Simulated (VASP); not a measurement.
# Al2Pt (Fm-3m) in VASP: further runs

Al2Pt is run at these levels: PBE; tasks: density of states, elastic constants, vibrations by perturbation theory.

All numbers are computed with VASP 6.6.1; they aren't measurements. Logs are shortened: lines on timing, memory, paths and dates and some standing lists are left out, and cuts for length are marked.

## 1. The cell of the first run

Symmetry: Fm-3m, No. 225, cubic system. Conventional cell: a = 5.946 Å, b = 5.946 Å, c = 5.946 Å, α = 90.00°, β = 90.00°, γ = 90.00°. Al (site symmetry -43m) has 4 Pt at 2.57 Å and 6 Al at 2.97 Å within 3.4 Å. Within 3.4 Å of Pt (site symmetry m-3m) lie 8 Al at 2.57 Å.

## 2. Density of states, PBE

File POSCAR:

```
Al2Pt
1.0
    0.0000000000      2.9732040958      2.9732040958
    2.9732040958      0.0000000000      2.9732040958
    2.9732040958      2.9732040958      0.0000000000
Al Pt
2 1
Direct
    0.2500000000      0.2500000000      0.2500000000
    0.7500000000      0.7500000000      0.7500000000
    0.0000000000      0.0000000000      0.0000000000
```

File INCAR.step1:

```
ALGO = Fast ; EDIFF = 1E-6
ENCUT = 520 ; GGA = PE
ISIF = 2 ; ISMEAR = 0
LASPH = True ; LCHARG = True
LMAXMIX = 4 ; LREAL = False
LWAVE = False ; NBANDS = 15
NELM = 100 ; PREC = Accurate
SIGMA = 0.1
```

File KPOINTS.step1:

```
k-points
0
Gamma
  12 12 12
```

File INCAR.step2:

```
ALGO = Fast ; EDIFF = 1E-6
ENCUT = 520 ; GGA = PE
ICHARG = 11 ; ISIF = 2
ISMEAR = -5 ; LASPH = True
LCHARG = False ; LMAXMIX = 4
LORBIT = 11 ; LREAL = False
LWAVE = False ; NEDOS = 2001
NELM = 100 ; PREC = Accurate
SIGMA = 0.1
```

File KPOINTS.step2:

```
k-points
0
Gamma
  18 18 18
```

Potentials or basis: VASP PAW PBE potentials, release 64 (Al, Pt).

Started as:

```bash
> cat potpaw_PBE.64/Al/POTCAR potpaw_PBE.64/Pt/POTCAR > POTCAR
> cp INCAR.step1 INCAR
> cp KPOINTS.step1 KPOINTS
> mpirun -np 1 vasp_std > vasp.out
> cp INCAR.step2 INCAR
> cp KPOINTS.step2 KPOINTS
> mpirun -np 1 vasp_std > vasp.out
```

OUTCAR:

```text
EDIFF = 1E-6
   ENCUT = 520
   GGA = PE
   ICHARG = 11
   ISIF = 2
   ISMEAR = -5
   LASPH = True
   LORBIT = 11
   LREAL = False
   NELM = 100
   PREC = Accurate

 ion  position               nearest neighbor table
   1  0.250  0.250  0.250-   3 2.57   3 2.57   3 2.57   3 2.57   2 2.97   2 2.97   2 2.97   2 2.97
                             2 2.97   2 2.97
   2  0.750  0.750  0.750-   3 2.57   3 2.57   3 2.57   3 2.57   1 2.97   1 2.97   1 2.97   1 2.97
                             1 2.97   1 2.97
   3  0.000  0.000  0.000-   2 2.57   2 2.57   2 2.57   1 2.57   2 2.57   1 2.57   1 2.57   1 2.57

  LATTYP: Found a face centered cubic cell.
 ALAT       =     5.9464081916

  Lattice vectors:

 A1 = (   0.0000000000,   2.9732040958,   2.9732040958)
 A2 = (   2.9732040958,   0.0000000000,   2.9732040958)
 A3 = (   2.9732040958,   2.9732040958,   0.0000000000)

Analysis of symmetry for initial positions (statically):
=====================================================================
 Subroutine PRICEL returns:
 Original cell was already a primitive cell.

 Routine SETGRP: Setting up the symmetry group for a
 face centered cubic supercell.

 Subroutine GETGRP returns: Found 48 space group operations
 (whereof 48 operations were pure point group operations)
 out of a pool of 48 trial point group operations.

The static configuration has the point symmetry O_h .

Analysis of symmetry for dynamics (positions and initial velocities):
=====================================================================
 Subroutine PRICEL returns:
 Original cell was already a primitive cell.

 Routine SETGRP: Setting up the symmetry group for a
 face centered cubic supercell.

 Subroutine GETGRP returns: Found 48 space group operations
 (whereof 48 operations were pure point group operations)
 out of a pool of 48 trial point group operations.

The dynamic configuration has the point symmetry O_h .

 Subroutine INISYM returns: Found 48 space group operations
 (whereof 48 operations are pure point group operations),
 and found     1 'primitive' translations

----------------------------------------------------------------------------------------

                                     Primitive cell

  volume of cell :      52.5659

  direct lattice vectors                    reciprocal lattice vectors
     0.000000000  2.973204096  2.973204096    -0.168168745  0.168168745  0.168168745
     2.973204096  0.000000000  2.973204096     0.168168745 -0.168168745  0.168168745
     2.973204096  2.973204096  0.000000000     0.168168745  0.168168745 -0.168168745

  length of vectors
     4.204745556  4.204745556  4.204745556     0.291276810  0.291276810  0.291276810

  position of ions in fractional coordinates (direct lattice)
     0.250000000  0.250000000  0.250000000
     0.750000000  0.750000000  0.750000000
     0.000000000  0.000000000  0.000000000

  ion indices of the primitive-cell ions
   primitive index   ion index
                 1           1
                 2           2
                 3           3

----------------------------------------------------------------------------------------

 KPOINTS: k-points

Automatic generation of k-mesh.
 Grid dimensions read from file:
 generate k-points for:   18   18   18

 Generating k-lattice:

  Cartesian coordinates                     Fractional coordinates (reciprocal lattice)
    -0.009342708  0.009342708  0.009342708     0.055555556  0.000000000  0.000000000
     0.009342708 -0.009342708  0.009342708     0.000000000  0.055555556  0.000000000
     0.009342708  0.009342708 -0.009342708     0.000000000  0.000000000  0.055555556

  Length of vectors
     0.016182045  0.016182045  0.016182045

  Shift w.r.t. Gamma in fractional coordinates (k-lattice)
     0.000000000  0.000000000  0.000000000

 TETIRR: Found    806 inequivalent tetrahedra from    34992

 Subroutine IBZKPT returns following result:
 ===========================================

 Found    195 irreducible k-points:

 Following reciprocal coordinates:
            Coordinates               Weight
  0.000000  0.000000  0.000000      1.000000
  0.055556  0.000000  0.000000      8.000000
  0.111111  0.000000  0.000000      8.000000
  0.166667  0.000000  0.000000      8.000000
  0.222222  0.000000  0.000000      8.000000
  0.277778  0.000000  0.000000      8.000000
[... 16 lines left out ...]
 -0.277778  0.055556  0.000000     24.000000
 -0.222222  0.055556  0.000000     24.000000
 [... further k-points ...]
   k-points           NKPTS =    195   k-points in BZ     NKDIM =    195   number of bands    NBANDS=     12
   number of dos      NEDOS =   2001   number of ions     NIONS =      3
   total plane-waves  NPLWV =  32768
   dimension x,y,z NGX =    32 NGY =   32 NGZ =   32
   dimension x,y,z NGXF=    64 NGYF=   64 NGZF=   64
   ions per type =               2   1
   NGX,Y,Z   is equivalent  to a cutoff of  12.65, 12.65, 12.65 a.u.
   NGXF,Y,Z  is equivalent  to a cutoff of  25.30, 25.30, 25.30 a.u.
 SYSTEM =  unknown system
   PREC   = accura    normal or accurate (medium, high low for compatibility)
   ISTART =      0    job   : 0-new  1-cont  2-samecut
   ICHARG =     11    charge: 1-file 2-atom 10-const
   ISPIN  =      1    spin polarized calculation?
   LNONCOLLINEAR =      F non collinear calculations
   LSORBIT =      F    spin-orbit coupling
   LASPH  =      T    aspherical Exc in radial PAW
   ENCUT  =  520.0 eV  38.22 Ry    6.18 a.u.   7.82  7.82  7.82*2*pi/ulx,y,z
   NELM   =    100;   NELMIN=  2; NELMDL=  0     # of ELM steps
   EDIFF  = 0.1E-05   stopping-criterion for ELM
   LREAL  =      F    real-space projection
   EDIFFG = 0.1E-04   stopping-criterion for IOM
   NSW    =      0    number of steps for IOM
   IBRION =     -1    ionic relax: 0-MD 1-quasi-New 2-CG
   NFREE  =      0    steps in history (QN), initial steepest desc. (CG)
   ISIF   =      2    stress and relaxation
   ISYM   =      2    0-nonsym 1-usesym 2-fastsym
   POTIM  = 0.5000    time-step for ionic-motion
   TEBEG  =    0.0;   TEEND  =   0.0 temperature during run
   PSTRESS=    0.0 pullay stress
   NELECT =      16.0000    total number of electrons
   NUPDOWN=      -1.0000    fix difference up-down
   EMIN   =  10.00;   EMAX   =-10.00  energy-range for DOS
   EFERMI =   0.00;   METHOD = LEGACY
   ISMEAR =    -5;   SIGMA  =   0.10  broadening in eV -4-tet -1-fermi 0-gaus
   EFERMI_NEDOS =   21; number of points for ismear=-14 and -15
   IALGO  =     68    algorithm
   IMIX   =      4    mixing-type and parameters
     AMIX     =   0.40;   BMIX     =  1.00
     AMIX_MAG =   1.60;   BMIX_MAG =  1.00
  volume/ion in A,a.u.               =      17.52       118.24
  Fermi-wavevector in a.u.,A,eV,Ry     =   1.101235  2.081033 16.500045  1.212719
  Thomas-Fermi vector in A             =   2.237659
   LORBIT       =     11    0 simple, 1 ext, 2 COOP (PROOUT), +10 PAW based schemes
   GGA     = PE    functional components
   LHFCALC =     F    Hartree Fock is set to
   AEXX    =    0.0000 exact exchange contribution
   IVDW    =     0    specifies the selected vdW correction
   LEPSILON=     F    determine dielectric tensor
   LRPA    =     F    only Hartree local field effects (RPA)
 non-spin polarized calculation
 RMM-DIIS sequential band-by-band and
 Fermi weights with tetrahedron method with Bloechl corrections
  energy-cutoff  :      520.00
  volume of cell :       52.57
 maximum number of plane-waves:      1432

 number of electron      16.0000000 magnetization

 Free energy of the ion-electron system (eV)
  ---------------------------------------------------
  ext. energy  EPLUGINS =         0.00000000
  ---------------------------------------------------
  free energy    TOTEN  =       -16.25448354 eV

  energy without entropy =      -16.25448354  energy(sigma->0) =      -16.25448354

 E-fermi :   7.6921     XC(G=0): -10.6206

 val. band max:        7.7775154095   @ k =  -0.1111   0.1667   0.0556
 cond. band min:       7.6871796492   @ k =   0.3333   0.2778   0.0556
 fundamental gap:     -0.0903357602
 Fermi energy:         7.6920786346

 k-point     1 :       0.0000    0.0000    0.0000
  band No.  band energies     occupation
      1      -2.4147      2.00000
      2       2.7271      2.00000
      3       2.7271      2.00000
      4       2.7271      2.00000
      5       4.0625      2.00000
      6       4.0625      2.00000
      7      10.5013      0.00000
      8      11.4929      0.00000
      9      11.4929      0.00000
     10      11.4929      0.00000
     11      12.9902      0.00000
     12      12.9903      0.00000

 k-point     2 :       0.0556    0.0000    0.0000
  band No.  band energies     occupation
      1      -2.3727      2.00000
      2       2.7007      2.00000
      3       2.7415      2.00000
      4       2.7415      2.00000
      5       4.0571      2.00000
      6       4.0571      2.00000
      7      10.4498      0.00000
      8      10.9293      0.00000
      9      11.3520      0.00000
     10      11.3520      0.00000
     11      13.1474      0.00000
     12      13.1515      0.00000

 k-point     3 :       0.1111    0.0000    0.0000
  band No.  band energies     occupation
      1      -2.2474      2.00000
      2       2.6258      2.00000
      3       2.7824      2.00000
      4       2.7824      2.00000
      5       4.0441      2.00000
      6       4.0441      2.00000
      7       9.5861      0.00000
      8      10.8157      0.00000
      9      11.0211      0.00000
     10      11.0211      0.00000
     11      13.5220      0.00000
     12      13.5566      0.00000
[... 286 lines left out ...]
 k-point    23 :      -0.2778    0.0556    0.0000
  band No.  band energies     occupation
      1      -1.2489      2.00000
      2       2.1614      2.00000
      3       2.9794      2.00000
      4       3.0128      2.00000
      5       3.9951      2.00000
      6       4.1546      2.00000
      7       5.9907      2.00000
      8       9.0069      0.00000
      9       9.8329      0.00000
     10      11.5308      0.00000
     11      12.6677      0.00000
     12      12.8618      0.00000

 k-point    24 :      -0.2222    0.0556    0.0000
  band No.  band energies     occupation
      1      -1.6146      2.00000
      2       2.3121      2.00000
      3       2.9321      2.00000
      4       2.9530      2.00000
      5       3.9642      2.00000
      6       4.1097      2.00000
      7       6.9763      2.11088
      8       9.3387      0.00000
      9      10.3413      0.00000
     10      11.4691      0.00000
     11      12.7315      0.00000
     12      12.9473      0.00000

 [... further k-points ...]
[... 5 lines left out ...]
  --------------------------------------------------------------------------------------
  -------------------------------------------------------------------------------------
  Total       -0.0404345     -0.0404345     -0.0404345     -0.0000000      0.0000000     -0.0000000
  in kB       -1.2324202     -1.2324202     -1.2324202     -0.0000000      0.0000000     -0.0000000
  external PRESSURE =      -1.2324202 kB  Pullay stress =       0.0000000 kB

 VOLUME and BASIS-vectors are now :
 -----------------------------------------------------------------------------
  energy-cutoff  :      520.00
  volume of cell :       52.57
      direct lattice vectors                 reciprocal lattice vectors
     0.000000000  2.973204096  2.973204096    -0.168168745  0.168168745  0.168168745
     2.973204096  0.000000000  2.973204096     0.168168745 -0.168168745  0.168168745
     2.973204096  2.973204096  0.000000000     0.168168745  0.168168745 -0.168168745

 POSITION                                       TOTAL-FORCE (eV/Angst)
 -----------------------------------------------------------------------------------
      1.48660      1.48660      1.48660        -0.000000     -0.000000     -0.000000
      4.45981      4.45981      4.45981         0.000000      0.000000      0.000000
      0.00000      0.00000      0.00000        -0.000000      0.000000     -0.000000
 -----------------------------------------------------------------------------------
    total drift:                                0.000000     -0.000000      0.000000

  FREE ENERGIE OF THE ION-ELECTRON SYSTEM (eV)
  ---------------------------------------------------
  free  energy   TOTEN  =       -16.2544835390 eV

  energy  without entropy=      -16.2544835390  energy(sigma->0) =      -16.25448354

 total charge

# of ion       s       p       d       tot
------------------------------------------
    1        0.400   0.355   0.000   0.756
    2        0.400   0.355   0.000   0.756
    3        0.825   0.702   8.152   9.679
--------------------------------------------------
tot          1.626   1.412   8.152  11.190
```

It took 68 s on 1 thread of Intel Xeon Platinum 8488C (Sapphire Rapids), shared host; peak memory 0.27 GiB.

What came out:

```
Valence electrons inside the program's atomic spheres : Al 0.76; Pt 9.68
```

Levels at points of the mesh, in eV from the Fermi level:
| k point | band 6 | band 7 | band 8 | band 9 | band 10 | band 11 |
| --- | --- | --- | --- | --- | --- | --- |
| (0.00, 0.00, 0.00) | -3.63 | 2.81 | 3.80 | 3.80 | 3.80 | 5.30 |
| (0.50, 0.00, 0.00) | -3.42 | -3.42 | 1.01 | 1.01 | 3.73 | 5.07 |
| (0.50, 0.50, 0.00) | -3.37 | -3.15 | -1.58 | -1.58 | 3.01 | 3.35 |

Caveat: spin-orbit coupling is left out, which moves the levels of the heavy elements; tetrahedron occupations give inexact forces and stress in metals.

## 3. Elastic constants, PBE

File INCAR:

```
PREC = Accurate ; ENCUT = 600
EDIFF = 1E-8 ; ISMEAR = -1
SIGMA = 0.15 ; LREAL = False
LASPH = True ; NELM = 100
ALGO = Normal ; ISIF = 3
LWAVE = False ; LCHARG = False
GGA = PE ; NBANDS = 15
IBRION = 6 ; NFREE = 2
POTIM = 0.015 ; NSW = 1
```

File KPOINTS:

```
regular mesh
0
Gamma
  12 12 12
```

File POSCAR:

```
Al2Pt
1.0
    0.0000000000      2.9737101831      2.9737101831
    2.9737101831      0.0000000000      2.9737101831
    2.9737101831      2.9737101831      0.0000000000
Al Pt
2 1
Direct
    0.2500000000      0.2500000000      0.2500000000
    0.7500000000      0.7500000000      0.7500000000
    0.0000000000      0.0000000000      0.0000000000
```

Potentials or basis: VASP PAW PBE potentials, release 64 (Al, Pt).

Started as:

```bash
> cat potpaw_PBE.64/Al/POTCAR potpaw_PBE.64/Pt/POTCAR > POTCAR
> mpirun -np 1 vasp_std > vasp.out
```

Wall time 24 min (1 thread of Intel Xeon 6975P-C (Granite Rapids), shared host); peak memory 0.8 GiB.

It converged, with:

| Quantity | Value |
| --- | --- |
| Elastic constants C11, C12, C44 | 172, 108, 44 GPa |
| Voigt bulk modulus | 129 GPa |
| Highest phonon frequency at Γ, LO-TO splitting left out | 285 cm⁻¹ |

Phonon frequencies in cm⁻¹ (negative: imaginary):
```tsv
q point	frequencies
(0.000, 0.000, 0.000)	0 0 0 228 228 228 285 285 285
```

Elastic tensor in Voigt notation (GPa, in the Cartesian axes of the cell as first typed):
```
172 108 108   0   0   0
108 172 108   0   0   0
108 108 172   0   0   0
  0   0   0  44   0   0
  0   0   0   0  44   0
  0   0   0   0   0  44
```

Clamped-ion elastic tensor (GPa):
```
172 108 108   0   0   0
108 172 108   0   0   0
108 108 172   0   0   0
  0   0   0  86   0   0
  0   0   0   0  86   0
  0   0   0   0   0  86
```

Caveat: spin-orbit coupling is left out, which moves the levels of the heavy elements.

(Part 1 of 2 ends here.)
